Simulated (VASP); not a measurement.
Set up this calculation in VASP 6.6.1, as the native input.

```yaml
Task: relaxation of cell and atoms
Functional: r2SCAN
Potentials_or_basis: VASP PAW PBE potentials, release 64 (Ba_sv, Ti_sv, O)
Cutoff: 600 eV
k_mesh: 6 × 6 × 6
Occupations: gaussian, width 0.02 eV
Spin: no spin polarisation
Dipole_correction: no
Further_INCAR_settings: ALGO = Normal; EDIFF = 1e-06; IBRION = 2; EDIFFG = -0.005; NSW = 100; ISIF = 3
```

BaTiO3:

```xyz
5
Lattice="2.8483 1.6444 2.3356 -2.8483 1.6444 2.3356 0.0000 -3.2889 2.3356" Properties=species:S:1:pos:R:3 pbc="T T T"
Ba    0.0000    0.0000    0.0010
Ti    0.0000    0.0000    3.5968
O    -1.3978    0.8070    4.5721
O     0.0000   -1.6141    4.5721
O     1.3978    0.8070    4.5721
```

The input as run:

POSCAR

```
BaTiO3
1.0
    2.8482561214      1.6444414384      2.3355603327
   -2.8482561214      1.6444414384      2.3355603327
    0.0000000000     -3.2888828769      2.3355603327
Ba Ti O
1 1 3
Direct
    0.0001460400      0.0001460400      0.0001460400
    0.5133377100      0.5133377100      0.5133377100
    0.4889503100      0.9797166300      0.4889503100
    0.4889503100      0.4889503100      0.9797166300
    0.9797166300      0.4889503100      0.4889503100
```

INCAR.step1

```
SYSTEM = BaTiO3
PREC = Accurate
ENCUT = 600
ISMEAR = 0
SIGMA = 0.02
LREAL = .False.
LASPH = .True.
NELM = 100
GGA = PE
ALGO = Normal
EDIFF = 1E-4
LWAVE = .True.
LCHARG = .False.
```

INCAR.step2

```
SYSTEM = BaTiO3
PREC = Accurate
ENCUT = 600
EDIFF = 1E-6
ISMEAR = 0
SIGMA = 0.02
LREAL = .False.
LASPH = .True.
NELM = 100
ALGO = Normal
ISIF = 3
LWAVE = .False.
LCHARG = .False.
METAGGA = R2SCAN
LMIXTAU = .True.
IBRION = 2
NSW = 100
EDIFFG = -0.005
ISTART = 1
```

KPOINTS

```
regular mesh
0
Gamma
  6 6 6
  0 0 0
```

Potentials or basis: VASP PAW PBE potentials, release 64 (Ba_sv, Ti_sv, O).

The run is started by

```sh
$ cat potpaw_PBE.64/Ba_sv/POTCAR potpaw_PBE.64/Ti_sv/POTCAR potpaw_PBE.64/O/POTCAR > POTCAR
$ cp INCAR.step1 INCAR
$ mpirun -np 1 vasp_std > vasp.out
$ cp INCAR.step2 INCAR
$ mpirun -np 1 vasp_std > vasp.out
```

It gave:

```yaml
Relaxed_volume: 13.13 Å³/atom
Relaxed_cell: a = 4.034 Å, b = 4.034 Å, c = 4.034 Å, α = 89.83°, β = 89.83°, γ = 89.83°
Space_group_after_relaxing_to_0.1_Å: R3m (No. 160)
Energy_gained_by_relaxing: 0.0 meV/atom
Ionic_steps: 8
Pressure_after_relaxing: 0.0 GPa
Band_gap_on_the_k_mesh: 2.76 eV (least direct gap 3.20 eV)
```

Caveat: the PAW data sets were made with another functional, which shifts forces and pressure a little; spin-orbit coupling is left out, which moves the levels of the heavy elements.

It took 6.6 min on 1 thread of AMD EPYC 9R45 96-Core Processor (Zen 5), on a shared host, peak memory 0.21 GiB.
